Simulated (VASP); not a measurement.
# WS2 (R3m) in VASP: notebook

The runs below take WS2 through single point, with PBEsol+D3(BJ).

Program: VASP 6.6.1. These are calculated values, not measurements. Logs are shortened: lines on timing, memory, paths and dates and some standing lists are left out, and cuts for length are marked.

## Step 1: The cell of the first run

Symmetry: R3m, No. 160, trigonal system. Conventional cell: a = 3.158 Å, b = 3.158 Å, c = 18.490 Å, α = 90.00°, β = 90.00°, γ = 120.00°. Within 2.9 Å of W (site symmetry 3m) lie 6 S at 2.23 to 2.59 Å. S (site symmetry 3m) has 3 W at 2.59 Å and 7 S at 3.13 to 3.16 Å within 3.4 Å. Within 2.9 Å of S (site symmetry 3m) lie 3 W at 2.23 Å.

## Step 2: Single point, PBEsol+D3(BJ) (atom 1 (W) moved by (+0.000, -0.300) A along y and z)

File INCAR:

```
ALGO     = Normal         # electronic algorithm
EDIFF    = 1E-6           # SCF threshold, eV
ENCUT    = 520            # plane-wave cutoff, eV
GGA      = PS             # functional
ISIF     = 2              # what is computed and relaxed
ISMEAR   = 0              # smearing method
IVDW     = 12             # dispersion correction
LASPH    = T              # aspherical terms in the spheres
LCHARG   = F              # write CHGCAR
LREAL    = F              # projectors in reciprocal space
LWAVE    = F              # write WAVECAR
NBANDS   = 20             # bands
NELM     = 80             # most SCF steps
PREC     = Accurate       # precision mode
SIGMA    = 0.05           # smearing width, eV
```

File KPOINTS:

```
k-points
0
Gamma
  12 12 12
```

File POSCAR:

```
WS2
1.0
    1.5790003843      0.9116362969      6.1633300000
   -1.5790003843      0.9116362969      6.1633300000
    0.0000000000     -1.8232725938      6.1633300000
W S
1 2
Direct
   -0.0162249953     -0.0162249953     -0.0162249953
    0.7503000000      0.7503000000      0.7503000000
    0.5810000000      0.5810000000      0.5810000000
```

Potentials or basis: VASP PAW PBE potentials, release 64 (W_sv, S).

On the command line:

```console
cat potpaw_PBE.64/W_sv/POTCAR potpaw_PBE.64/S/POTCAR > POTCAR
mpirun -np 1 vasp_std > vasp.out
```

OUTCAR:

```text
EDIFF = 1E-6
   ENCUT = 520
   GGA = PS
   ISIF = 2
   ISMEAR = 0
   IVDW = 12
   LASPH = T
   LREAL = F
   NELM = 80
   PREC = Accurate
 IVDW          = 12

 ion  position               nearest neighbor table
   1  0.984  0.984  0.984-   3 2.23   3 2.23   3 2.23   2 2.59   2 2.59   2 2.59
   2  0.750  0.750  0.750-   1 2.59   1 2.59   1 2.59
   3  0.581  0.581  0.581-   1 2.23   1 2.23   1 2.23

  LATTYP: Found a trigonal (rhomboedric) cell.
 ALAT       =     6.4273602389
 COS(alpha) =     0.8792939096

  Lattice vectors:

 A1 = (   1.5790003843,   0.9116362969,   6.1633300000)
 A2 = (  -1.5790003843,   0.9116362969,   6.1633300000)
 A3 = (   0.0000000000,  -1.8232725938,   6.1633300000)

Analysis of symmetry for initial positions (statically):
=====================================================================
 Subroutine PRICEL returns:
 Original cell was already a primitive cell.

 Routine SETGRP: Setting up the symmetry group for a
 trigonal (rhombohedral) supercell.

 Subroutine GETGRP returns: Found  6 space group operations
 (whereof  6 operations were pure point group operations)
 out of a pool of 12 trial point group operations.

The static configuration has the point symmetry C_3v.

Analysis of symmetry for dynamics (positions and initial velocities):
=====================================================================
 Subroutine PRICEL returns:
 Original cell was already a primitive cell.

 Routine SETGRP: Setting up the symmetry group for a
 trigonal (rhombohedral) supercell.

 Subroutine GETGRP returns: Found  6 space group operations
 (whereof  6 operations were pure point group operations)
 out of a pool of 12 trial point group operations.

The dynamic configuration has the point symmetry C_3v.

 Subroutine INISYM returns: Found  6 space group operations
 (whereof  6 operations are pure point group operations),
 and found     1 'primitive' translations

----------------------------------------------------------------------------------------

                                     Primitive cell

  volume of cell :      53.2317

  direct lattice vectors                    reciprocal lattice vectors
     1.579000384  0.911636297  6.163330000     0.316656034  0.182821447  0.054083318
    -1.579000384  0.911636297  6.163330000    -0.316656034  0.182821447  0.054083318
     0.000000000 -1.823272594  6.163330000     0.000000000 -0.365642893  0.054083318

  length of vectors
     6.427360239  6.427360239  6.427360239     0.369621064  0.369621064  0.369621064

  position of ions in fractional coordinates (direct lattice)
     0.983775005  0.983775005  0.983775005
     0.750300000  0.750300000  0.750300000
     0.581000000  0.581000000  0.581000000

  ion indices of the primitive-cell ions
   primitive index   ion index
                 1           1
                 2           2
                 3           3

----------------------------------------------------------------------------------------

 KPOINTS: k-points

Automatic generation of k-mesh.
 Grid dimensions read from file:
 generate k-points for:   12   12   12

 Generating k-lattice:

  Cartesian coordinates                     Fractional coordinates (reciprocal lattice)
     0.026388003  0.015235121  0.004506943     0.083333333  0.000000000  0.000000000
    -0.026388003  0.015235121  0.004506943     0.000000000  0.083333333  0.000000000
     0.000000000 -0.030470241  0.004506943     0.000000000  0.000000000  0.083333333

  Length of vectors
     0.030801755  0.030801755  0.030801755

  Shift w.r.t. Gamma in fractional coordinates (k-lattice)
     0.000000000  0.000000000  0.000000000

 Subroutine IBZKPT returns following result:
 ===========================================

 Found    189 irreducible k-points:

 Following reciprocal coordinates:
            Coordinates               Weight
  0.000000  0.000000  0.000000      1.000000
  0.083333  0.000000  0.000000      6.000000
  0.166667  0.000000  0.000000      6.000000
  0.250000  0.000000  0.000000      6.000000
  0.333333  0.000000  0.000000      6.000000
  0.416667  0.000000  0.000000      6.000000
[... 16 lines left out ...]
  0.500000  0.166667  0.000000     12.000000
 -0.416667  0.166667  0.000000     12.000000
 [... further k-points ...]
   k-points           NKPTS =    189   k-points in BZ     NKDIM =    189   number of bands    NBANDS=     20
   number of dos      NEDOS =    301   number of ions     NIONS =      3
   total plane-waves  NPLWV = 110592
   dimension x,y,z NGX =    48 NGY =   48 NGZ =   48
   dimension x,y,z NGXF=    96 NGYF=   96 NGZF=   96
   ions per type =               1   2
   NGX,Y,Z   is equivalent  to a cutoff of  12.42, 12.42, 12.42 a.u.
   NGXF,Y,Z  is equivalent  to a cutoff of  24.83, 24.83, 24.83 a.u.
 SYSTEM =  unknown system
   PREC   = accura    normal or accurate (medium, high low for compatibility)
   ISTART =      0    job   : 0-new  1-cont  2-samecut
   ICHARG =      2    charge: 1-file 2-atom 10-const
   ISPIN  =      1    spin polarized calculation?
   LNONCOLLINEAR =      F non collinear calculations
   LSORBIT =      F    spin-orbit coupling
   LASPH  =      T    aspherical Exc in radial PAW
   ENCUT  =  520.0 eV  38.22 Ry    6.18 a.u.  11.95 11.95 11.95*2*pi/ulx,y,z
   NELM   =     80;   NELMIN=  2; NELMDL= -5     # of ELM steps
   EDIFF  = 0.1E-05   stopping-criterion for ELM
   LREAL  =      F    real-space projection
   EDIFFG = 0.1E-04   stopping-criterion for IOM
   NSW    =      0    number of steps for IOM
   IBRION =     -1    ionic relax: 0-MD 1-quasi-New 2-CG
   NFREE  =      0    steps in history (QN), initial steepest desc. (CG)
   ISIF   =      2    stress and relaxation
   ISYM   =      2    0-nonsym 1-usesym 2-fastsym
   POTIM  = 0.5000    time-step for ionic-motion
   TEBEG  =    0.0;   TEEND  =   0.0 temperature during run
   PSTRESS=    0.0 pullay stress
   NELECT =      26.0000    total number of electrons
   NUPDOWN=      -1.0000    fix difference up-down
   EMIN   =  10.00;   EMAX   =-10.00  energy-range for DOS
   EFERMI =   0.00;   METHOD = LEGACY
   ISMEAR =     0;   SIGMA  =   0.05  broadening in eV -4-tet -1-fermi 0-gaus
   EFERMI_NEDOS =   21; number of points for ismear=-14 and -15
   IALGO  =     38    algorithm
   IMIX   =      4    mixing-type and parameters
     AMIX     =   0.40;   BMIX     =  1.00
     AMIX_MAG =   1.60;   BMIX_MAG =  1.00
  volume/ion in A,a.u.               =      17.74       119.74
  Fermi-wavevector in a.u.,A,eV,Ry     =   1.289266  2.436359 22.615688  1.662206
  Thomas-Fermi vector in A             =   2.421169
   LORBIT       =      0    0 simple, 1 ext, 2 COOP (PROOUT), +10 PAW based schemes
   GGA     = PS    functional components
   LHFCALC =     F    Hartree Fock is set to
   AEXX    =    0.0000 exact exchange contribution
   IVDW    =    12    specifies the selected vdW correction
   LEPSILON=     F    determine dielectric tensor
   LRPA    =     F    only Hartree local field effects (RPA)
 non-spin polarized calculation
 Gauss-broadening in eV      SIGMA  =   0.05
  energy-cutoff  :      520.00
  volume of cell :       53.23
 maximum number of plane-waves:      1450
   NGX = 23   NGY = 23   NGZ = 23

 number of electron      26.0000000 magnetization

 Free energy of the ion-electron system (eV)
  ---------------------------------------------------
  ext. energy  EPLUGINS =         0.00000000
  ---------------------------------------------------
  free energy    TOTEN  =       -24.01922253 eV

  energy without entropy =      -24.01899351  energy(sigma->0) =      -24.01910802

 E-fermi :   7.8564     XC(G=0): -11.1088

 val. band max:        7.8247156817   @ k =  -0.1667   0.1667   0.0000
 cond. band min:       7.8754428193   @ k =   0.2500   0.2500   0.2500
 fundamental gap:      0.0507271376
 Fermi energy:         7.8564483330

 k-point     1 :       0.0000    0.0000    0.0000
  band No.  band energies     occupation
      1     -67.1863      2.00000
      2     -31.5063      2.00000
      3     -31.3254      2.00000
      4     -31.3254      2.00000
      5      -8.4408      2.00000
      6      -6.1749      2.00000
[... 12 lines left out ...]
     19      15.1924      0.00000
     20      15.3523      0.00000

 k-point     2 :       0.0833    0.0000    0.0000
  band No.  band energies     occupation
      1     -67.1850      2.00000
      2     -31.5021      2.00000
      3     -31.3517      2.00000
      4     -31.3315      2.00000
      5      -8.3256      2.00000
      6      -6.1299      2.00000
[... 12 lines left out ...]
     19      15.3664      0.00000
     20      15.8080      0.00000

 k-point     3 :       0.1667    0.0000    0.0000
  band No.  band energies     occupation
      1     -67.1814      2.00000
      2     -31.4916      2.00000
      3     -31.4219      2.00000
      4     -31.3482      2.00000
      5      -8.0022      2.00000
      6      -5.9985      2.00000
[... 12 lines left out ...]
     19      15.5575      0.00000
     20      16.5032      0.00000

 k-point     4 :       0.2500    0.0000    0.0000
  band No.  band energies     occupation
      1     -67.1765      2.00000
      2     -31.5267      2.00000
      3     -31.4668      2.00000
      4     -31.3710      2.00000
      5      -7.5390      2.00000
      6      -5.7904      2.00000
[... 12 lines left out ...]
     19      15.1511      0.00000
     20      16.0410      0.00000

 k-point     5 :       0.3333    0.0000    0.0000
  band No.  band energies     occupation
      1     -67.1716      2.00000
      2     -31.6194      2.00000
      3     -31.4526      2.00000
      4     -31.3936      2.00000
      5      -7.0534      2.00000
      6      -5.5238      2.00000
[... 12 lines left out ...]
     19      14.4721      0.00000
     20      15.0956      0.00000
[... 353 lines left out ...]
      6      -5.6929      2.00000
[... 12 lines left out ...]
     19      15.6300      0.00000
     20      16.3172      0.00000

 k-point    22 :       0.4167    0.1667    0.0000
  band No.  band energies     occupation
      1     -67.1698      2.00000
      2     -31.6193      2.00000
      3     -31.4467      2.00000
      4     -31.4374      2.00000
      5      -6.8624      2.00000
      6      -5.4133      2.00000
[... 12 lines left out ...]
     19      15.1983      0.00000
     20      16.1595      0.00000

 k-point    23 :       0.5000    0.1667    0.0000
  band No.  band energies     occupation
      1     -67.1667      2.00000
      2     -31.6651      2.00000
      3     -31.4663      2.00000
      4     -31.4356      2.00000
      5      -6.5585      2.00000
      6      -5.1365      2.00000
[... 12 lines left out ...]
     19      14.9414      0.00000
     20      16.0454      0.00000

 k-point    24 :      -0.4167    0.1667    0.0000
  band No.  band energies     occupation
      1     -67.1655      2.00000
      2     -31.6817      2.00000
      3     -31.4767      2.00000
      4     -31.4318      2.00000
      5      -6.4509      2.00000
      6      -5.0117      2.00000
[... 12 lines left out ...]
     19      14.9402      0.00000
     20      15.8652      0.00000

 [... further k-points ...]

------------------------ aborting loop because EDIFF is reached ----------------------------------------

 Edisp (eV)   -1.15361

 E8    (eV) :    -0.7476

  FORCE on cell =-STRESS in cart. coord.  units (eV):
  Direction    XX          YY          ZZ          XY          YZ          ZX
  --------------------------------------------------------------------------------------
  -------------------------------------------------------------------------------------
  Total       1.62452     1.62452     0.16592     0.00000    -0.00000     0.00000
  in kB      48.89497    48.89497     4.99381     0.00000    -0.00000     0.00000
  external pressure =       34.26 kB  Pullay stress =        0.00 kB

 VOLUME and BASIS-vectors are now :
 -----------------------------------------------------------------------------
  energy-cutoff  :      520.00
  volume of cell :       53.23
      direct lattice vectors                 reciprocal lattice vectors
     1.579000384  0.911636297  6.163330000     0.316656034  0.182821447  0.054083318
    -1.579000384  0.911636297  6.163330000    -0.316656034  0.182821447  0.054083318
     0.000000000 -1.823272594  6.163330000     0.000000000 -0.365642893  0.054083318

 POSITION                                       TOTAL-FORCE (eV/Angst)
 -----------------------------------------------------------------------------------
      0.00000      0.00000     18.18999         0.000000     -0.000000      8.455552
      0.00000      0.00000     13.87304         0.000000      0.000000     -3.032731
      0.00000      0.00000     10.74268         0.000000      0.000000     -5.422821
 -----------------------------------------------------------------------------------
    total drift:                                0.000000      0.000000      0.000157

  FREE ENERGIE OF THE ION-ELECTRON SYSTEM (eV)
  ---------------------------------------------------
  free  energy   TOTEN  =       -25.1728355151 eV

  energy  without entropy=      -25.1726064922  energy(sigma->0) =      -25.17272100
```

Run time: 3.5 min. Hardware: 1 thread of Intel Xeon 6975P-C (Granite Rapids), shared host; peak memory 0.45 GiB.

What came out:

```yaml
Free_energy: -25.1728 eV
Pressure: 3.4 GPa
Largest_force: 8.456 eV/Å
Band_gap_on_the_k_mesh: zero (bands 13 and 14 overlap by 0.16 eV)
Dispersion_energy_per_atom: -0.385 eV
```

Forces in eV/Å, atoms in the order of the input:
```
W    0.000  0.000  8.456
S    0.000  0.000 -3.033
S    0.000  0.000 -5.423
```

Stress tensor (GPa, compression positive):
```
4.89 0.00 0.00
0.00 4.89 0.00
0.00 0.00 0.50
```

Caveat: the cell differs from its parent crystal (atom 1 (W) moved by (+0.000, -0.300) A along y and z); the cell stands under pressure; the PAW data sets were made with another functional, which shifts forces and pressure a little; spin-orbit coupling is left out, which moves the levels of the heavy elements.

## Step 3: Single point, PBEsol+D3(BJ) (atom 1 (W) moved by (+0.000, +0.300) A along y and z)

File INCAR:

```
ALGO = Normal
EDIFF = 1E-7
ENCUT = 520
GGA = PS
ISIF = 2
ISMEAR = 0
IVDW = 12
LASPH = True
LCHARG = False
LREAL = False
LWAVE = False
NBANDS = 20
NELM = 60
PREC = Accurate
SIGMA = 0.05
```

KPOINTS is that of step 2.

POSCAR, as its differences from that of step 2:

```diff
@@ -8,3 +8,3 @@
 Direct
-   -0.0162249953     -0.0162249953     -0.0162249953
+    0.0162249953      0.0162249953      0.0162249953
     0.7503000000      0.7503000000      0.7503000000
```

Potentials or basis: VASP PAW PBE potentials, release 64 (W_sv, S).

On the command line:

```console
cat potpaw_PBE.64/W_sv/POTCAR potpaw_PBE.64/S/POTCAR > POTCAR
mpirun -np 1 vasp_std > vasp.out
```

It took 4.5 min on 1 thread of Intel Xeon 6975P-C (Granite Rapids), shared host; peak memory 0.44 GiB.

The run converged. Its results:

```
Free energy                : -24.8482 eV
Pressure                   : 5.4 GPa
Largest force              : 9.079 eV/Å
Band gap on the k mesh     : zero (bands 13 and 14 overlap by 0.32 eV)
Dispersion energy per atom : -0.384 eV
```

Forces on the atoms (eV/Å):
```
W    0.000  0.000 -9.079
S    0.000  0.000  6.027
S    0.000  0.000  3.052
```

Stress tensor (GPa, compression positive):
```
7.58 0.00 0.00
0.00 7.58 0.00
0.00 0.00 0.91
```

Levels at points of the mesh, in eV from the Fermi level:
| k point | band 11 | band 12 | band 13 | band 14 | band 15 | band 16 |
| --- | --- | --- | --- | --- | --- | --- |
| (0.00, 0.00, 0.00) | -2.13 | -2.13 | 0.10 | 0.96 | 0.96 | 3.19 |
| (0.50, 0.00, 0.00) | -3.24 | -1.84 | -1.83 | 1.53 | 1.69 | 2.31 |
| (0.50, 0.50, 0.00) | -3.69 | -1.97 | -1.74 | 1.47 | 1.48 | 2.38 |
| (0.50, 0.50, 0.50) | -2.13 | -2.13 | 0.26 | 1.03 | 1.03 | 3.09 |

Caveat: the cell differs from its parent crystal (atom 1 (W) moved by (+0.000, +0.300) A along y and z); the cell stands under pressure; the PAW data sets were made with another functional, which shifts forces and pressure a little; spin-orbit coupling is left out, which moves the levels of the heavy elements.

(Continued in part 2 of 2.)
